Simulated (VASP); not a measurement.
# SnO2: single point with LDA

The system is SnO2.

```
Sn O
1.0
     4.47077    0.00000    0.00000
     0.00000    5.04435    0.00000
     0.00000    0.00000    3.40757
Sn O
2 4
Cartesian
  2.2354 2.5222 1.7038
  0.0000 0.0000 0.0000
  1.3622 1.5713 0.0000
  3.5975 0.9509 1.7038
  0.8732 4.0935 1.7038
  3.1086 3.4730 0.0000
```

```yaml
Program: VASP 6.6.1
Task: single point
Functional: LDA
Potentials_or_basis: VASP PAW LDA potentials, release 64 (Sn_d, O)
Cutoff: 520 eV
k_mesh: 6 × 6 × 10
Occupations: gaussian, width 0.05 eV
Spin: no spin polarisation
Dipole_correction: no
Further_INCAR_settings: ALGO = Normal; EDIFF = 1e-06; NBANDS = 35
```

```json
{
  "Pressure": "-14.8 GPa",
  "Largest force": "0.007 eV/Å",
  "Band gap on the k mesh": "0.26 eV, direct"
}
```

Forces on the atoms (eV/Å):
```
Sn   0.000  0.000  0.000
Sn   0.000  0.000  0.000
O   -0.007 -0.003  0.000
O   -0.007  0.003  0.000
O    0.007 -0.003  0.000
O    0.007  0.003  0.000
```

Stress tensor (GPa, compression positive):
```
 -6.09   0.00   0.00
  0.00 -15.10   0.00
  0.00   0.00 -23.28
```

Levels at points of the mesh, in eV from the valence-band top:
| k point | band 23 | band 24 | band 25 | band 26 | band 27 | band 28 | band 29 | band 30 |
| --- | --- | --- | --- | --- | --- | --- | --- | --- |
| (0.00, 0.00, 0.00) | -1.10 | -0.83 | -0.32 | 0.00 | 0.26 | 4.77 | 5.21 | 5.69 |
| (0.50, 0.00, 0.00) | -1.30 | -1.30 | -0.64 | -0.64 | 3.58 | 3.58 | 6.04 | 6.04 |
| (0.00, 0.50, 0.00) | -1.14 | -1.14 | -0.30 | -0.30 | 3.50 | 3.50 | 6.11 | 6.11 |
| (0.50, 0.50, 0.00) | -1.40 | -1.40 | -0.62 | -0.62 | 3.72 | 3.72 | 6.50 | 6.50 |
| (0.00, 0.00, 0.50) | -1.44 | -1.44 | -1.03 | -1.03 | 5.11 | 5.11 | 9.11 | 9.11 |
| (0.50, 0.00, 0.50) | -0.59 | -0.59 | -0.44 | -0.44 | 5.47 | 5.47 | 7.42 | 7.42 |
| (0.00, 0.50, 0.50) | -1.07 | -1.07 | -0.63 | -0.63 | 5.40 | 5.40 | 7.50 | 7.50 |
| (0.50, 0.50, 0.50) | -0.74 | -0.74 | -0.55 | -0.55 | 4.09 | 4.09 | 7.87 | 7.87 |

Wall time 3.9 min on 1 thread of AMD EPYC 7R43 64-Core Processor (Zen 3), on a shared host, peak memory 0.28 GiB.

Caveat: spin-orbit coupling is left out, which moves the levels of the heavy elements.
